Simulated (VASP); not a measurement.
# C (R-3m) in VASP: a series of runs, part 2 of 2

VASP 6.6.1. The steps go on from the part before.

**4. Single point, PBE+D3(BJ)**

The input, INCAR:

```
PREC = Accurate
ENCUT = 520
EDIFF = 1E-7
ISMEAR = 0
SIGMA = 0.05
LREAL = False
LASPH = True
NELM = 100
ALGO = Normal
ISIF = 2
LWAVE = False
LCHARG = False
GGA = PE
IVDW = 12
NBANDS = 11
```

The input, KPOINTS:

```
Automatic mesh
0
Gamma
  15 15 15
```

The input, POSCAR:

```
C
1.0
    1.2633109298      0.7293729054      3.4454225316
   -1.2633109298      0.7293729054      3.4454225316
    0.0000000000     -1.4587458108      3.4454225316
C
2
Direct
    0.1571748731      0.1571748731      0.1571748731
    0.8428251269      0.8428251269      0.8428251269
```

Potentials or basis: VASP PAW PBE potentials, release 64 (C).

Launch:

```
cat potpaw_PBE.64/C/POTCAR > POTCAR
mpirun -np 1 vasp_std > vasp.out
```

OUTCAR:

```text
PREC = Accurate
   ENCUT = 520
   EDIFF = 1E-7
   ISMEAR = 0
   LREAL = False
   LASPH = True
   NELM = 100
   ISIF = 2
   GGA = PE
   IVDW = 12
 IVDW          = 12

 ion  position               nearest neighbor table
   1  0.157  0.157  0.157-   2 1.47   2 1.47   2 1.47
   2  0.843  0.843  0.843-   1 1.47   1 1.47   1 1.47

  LATTYP: Found a trigonal (rhomboedric) cell.
 ALAT       =     3.7415071511
 COS(alpha) =     0.7719881893

  Lattice vectors:

 A1 = (   1.2633109298,   0.7293729054,   3.4454225316)
 A2 = (  -1.2633109298,   0.7293729054,   3.4454225316)
 A3 = (   0.0000000000,  -1.4587458108,   3.4454225316)

Analysis of symmetry for initial positions (statically):
=====================================================================
 Subroutine PRICEL returns:
 Original cell was already a primitive cell.

 Routine SETGRP: Setting up the symmetry group for a
 trigonal (rhombohedral) supercell.

 Subroutine GETGRP returns: Found 12 space group operations
 (whereof 12 operations were pure point group operations)
 out of a pool of 12 trial point group operations.

The static configuration has the point symmetry D_3d.

Analysis of symmetry for dynamics (positions and initial velocities):
=====================================================================
 Subroutine PRICEL returns:
 Original cell was already a primitive cell.

 Routine SETGRP: Setting up the symmetry group for a
 trigonal (rhombohedral) supercell.

 Subroutine GETGRP returns: Found 12 space group operations
 (whereof 12 operations were pure point group operations)
 out of a pool of 12 trial point group operations.

The dynamic configuration has the point symmetry D_3d.

 Subroutine INISYM returns: Found 12 space group operations
 (whereof 12 operations are pure point group operations),
 and found     1 'primitive' translations

----------------------------------------------------------------------------------------

                                     Primitive cell

  volume of cell :      19.0482

  direct lattice vectors                    reciprocal lattice vectors
     1.263310930  0.729372905  3.445422532     0.395785383  0.228506797  0.096746721
    -1.263310930  0.729372905  3.445422532    -0.395785383  0.228506797  0.096746721
     0.000000000 -1.458745811  3.445422532     0.000000000 -0.457013595  0.096746721

  length of vectors
     3.741507151  3.741507151  3.741507151     0.467141685  0.467141685  0.467141685

  position of ions in fractional coordinates (direct lattice)
     0.157174873  0.157174873  0.157174873
     0.842825127  0.842825127  0.842825127

  ion indices of the primitive-cell ions
   primitive index   ion index
                 1           1
                 2           2

----------------------------------------------------------------------------------------

 KPOINTS: Automatic mesh

Automatic generation of k-mesh.
 Grid dimensions read from file:
 generate k-points for:   15   15   15

 Generating k-lattice:

  Cartesian coordinates                     Fractional coordinates (reciprocal lattice)
     0.026385692  0.015233786  0.006449781     0.066666667 -0.000000000  0.000000000
[... 39 lines left out ...]
  0.200000  0.133333  0.000000     12.000000
 [... further k-points ...]
   k-points           NKPTS =    344   k-points in BZ     NKDIM =    344   number of bands    NBANDS=     11
   number of dos      NEDOS =    301   number of ions     NIONS =      2
   total plane-waves  NPLWV =  21952
   dimension x,y,z NGX =    28 NGY =   28 NGZ =   28
   dimension x,y,z NGXF=    56 NGYF=   56 NGZF=   56
   ions per type =               2
   NGX,Y,Z   is equivalent  to a cutoff of  12.44, 12.44, 12.44 a.u.
   NGXF,Y,Z  is equivalent  to a cutoff of  24.88, 24.88, 24.88 a.u.
 SYSTEM =  unknown system
   PREC   = accura    normal or accurate (medium, high low for compatibility)
   ISTART =      0    job   : 0-new  1-cont  2-samecut
   ICHARG =      2    charge: 1-file 2-atom 10-const
   ISPIN  =      1    spin polarized calculation?
   LNONCOLLINEAR =      F non collinear calculations
   LSORBIT =      F    spin-orbit coupling
   LASPH  =      T    aspherical Exc in radial PAW
   ENCUT  =  520.0 eV  38.22 Ry    6.18 a.u.   6.96  6.96  6.96*2*pi/ulx,y,z
   NELM   =    100;   NELMIN=  2; NELMDL= -5     # of ELM steps
   EDIFF  = 0.1E-06   stopping-criterion for ELM
   LREAL  =      F    real-space projection
   EDIFFG = 0.1E-05   stopping-criterion for IOM
   NSW    =      0    number of steps for IOM
   IBRION =     -1    ionic relax: 0-MD 1-quasi-New 2-CG
   NFREE  =      0    steps in history (QN), initial steepest desc. (CG)
   ISIF   =      2    stress and relaxation
   ISYM   =      2    0-nonsym 1-usesym 2-fastsym
   POTIM  = 0.5000    time-step for ionic-motion
   TEBEG  =    0.0;   TEEND  =   0.0 temperature during run
   PSTRESS=    0.0 pullay stress
   NELECT =       8.0000    total number of electrons
   NUPDOWN=      -1.0000    fix difference up-down
   EMIN   =  10.00;   EMAX   =-10.00  energy-range for DOS
   EFERMI =   0.00;   METHOD = LEGACY
   ISMEAR =     0;   SIGMA  =   0.05  broadening in eV -4-tet -1-fermi 0-gaus
   EFERMI_NEDOS =   21; number of points for ismear=-14 and -15
   IALGO  =     38    algorithm
   IMIX   =      4    mixing-type and parameters
     AMIX     =   0.40;   BMIX     =  1.00
     AMIX_MAG =   1.60;   BMIX_MAG =  1.00
  volume/ion in A,a.u.               =       9.52        64.27
  Fermi-wavevector in a.u.,A,eV,Ry     =   1.225990  2.316785 20.450259  1.503052
  Thomas-Fermi vector in A             =   2.361008
   LORBIT       =      0    0 simple, 1 ext, 2 COOP (PROOUT), +10 PAW based schemes
   GGA     = PE    functional components
   LHFCALC =     F    Hartree Fock is set to
   AEXX    =    0.0000 exact exchange contribution
   IVDW    =    12    specifies the selected vdW correction
   LEPSILON=     F    determine dielectric tensor
   LRPA    =     F    only Hartree local field effects (RPA)
 non-spin polarized calculation
 Gauss-broadening in eV      SIGMA  =   0.05
  energy-cutoff  :      520.00
  volume of cell :       19.05
 maximum number of plane-waves:       524
   NGX = 13   NGY = 13   NGZ = 13

 number of electron       8.0000000 magnetization

 Free energy of the ion-electron system (eV)
  ---------------------------------------------------
  ext. energy  EPLUGINS =         0.00000000
  ---------------------------------------------------
  free energy    TOTEN  =       -18.04504588 eV

  energy without entropy =      -18.04504588  energy(sigma->0) =      -18.04504588

 E-fermi :   3.7748     XC(G=0): -10.0379

 val. band max:        3.4981935591   @ k =  -0.2000   0.4000   0.0667
 cond. band min:       4.3775655714   @ k =  -0.3333   0.3333   0.0000
 fundamental gap:      0.8793720122
 Fermi energy:         3.7747903303

 k-point     1 :       0.0000    0.0000    0.0000
  band No.  band energies     occupation
      1     -14.9408      2.00000
      2      -2.0345      2.00000
      3       1.2852      2.00000
      4       1.2852      2.00000
      5       7.5464      0.00000
      6      11.8579      0.00000
      7      11.8579      0.00000
      8      14.9090      0.00000
      9      15.0855      0.00000
     10      25.7992      0.00000
     11      28.8768      0.00000
[... 309 lines left out ...]
 k-point    24 :       0.2000    0.1333    0.0000
  band No.  band energies     occupation
      1     -14.2018      2.00000
      2      -1.5808      2.00000
      3      -1.0244      2.00000
      4      -0.0239      2.00000
      5       8.5972      0.00000
      6      12.0222      0.00000
      7      13.4142      0.00000
      8      13.8670      0.00000
      9      16.7018      0.00000
     10      24.3797      0.00000
     11      27.3560      0.00000

 [... further k-points ...]

------------------------ aborting loop because EDIFF is reached ----------------------------------------

 Edisp (eV)   -0.29726

 E8    (eV) :    -0.0840

  FORCE on cell =-STRESS in cart. coord.  units (eV):
  Direction    XX          YY          ZZ          XY          YZ          ZX
  --------------------------------------------------------------------------------------
  -------------------------------------------------------------------------------------
  Total      -3.12179    -3.12179    -0.77992     0.00000     0.00000     0.00000
  in kB    -262.57972  -262.57972   -65.60033     0.00000     0.00000     0.00000
  external pressure =     -196.92 kB  Pullay stress =        0.00 kB

 VOLUME and BASIS-vectors are now :
 -----------------------------------------------------------------------------
  energy-cutoff  :      520.00
  volume of cell :       19.05
      direct lattice vectors                 reciprocal lattice vectors
     1.263310930  0.729372905  3.445422532     0.395785383  0.228506797  0.096746721
    -1.263310930  0.729372905  3.445422532    -0.395785383  0.228506797  0.096746721
     0.000000000 -1.458745811  3.445422532     0.000000000 -0.457013595  0.096746721

 POSITION                                       TOTAL-FORCE (eV/Angst)
 -----------------------------------------------------------------------------------
      0.00000      0.00000      1.62460         0.000000      0.000000      3.200557
      0.00000      0.00000      8.71167         0.000000     -0.000000     -3.200557
 -----------------------------------------------------------------------------------
    total drift:                               -0.000000     -0.000000     -0.000000

  FREE ENERGIE OF THE ION-ELECTRON SYSTEM (eV)
  ---------------------------------------------------
  free  energy   TOTEN  =       -18.3423034024 eV

  energy  without entropy=      -18.3423034024  energy(sigma->0) =      -18.34230340
```

stdout:

```text
POSCAR found type information on POSCAR C
 POSCAR found :  1 types and       2 ions
 scaLAPACK will be used
 LDA part: xc-table for (Slater+PW92), standard interpolation
 POSCAR, INCAR and KPOINTS ok, starting setup
 FFT: planning ... GRIDC
 FFT: planning ... GRID_SOFT
 FFT: planning ... GRID
 WAVECAR not read
 entering main loop
```

Wall time 58 s (1 thread of Intel Xeon Platinum 8488C (Sapphire Rapids), shared host); peak memory 0.2 GiB.

What came out:

```
Free energy                : -18.3423 eV
Pressure                   : -19.7 GPa
Largest force              : 3.201 eV/Å
Band gap on the k mesh     : 0.88 eV, indirect (least direct gap 0.90 eV)
Dispersion energy per atom : -0.149 eV
```

Forces on the atoms (eV/Å):
```
C    0.000  0.000  3.201
C    0.000  0.000 -3.201
```

Levels at points of the mesh, in eV from the valence-band top:
| k point | band 2 | band 3 | band 4 | band 5 | band 6 | band 7 |
| --- | --- | --- | --- | --- | --- | --- |
| (0.00, 0.00, 0.00) | -5.53 | -2.21 | -2.21 | 4.05 | 8.36 | 8.36 |

Caveat: forces of over 1 eV/Å act on the atoms, so gaps and moduli don't describe the material at rest.
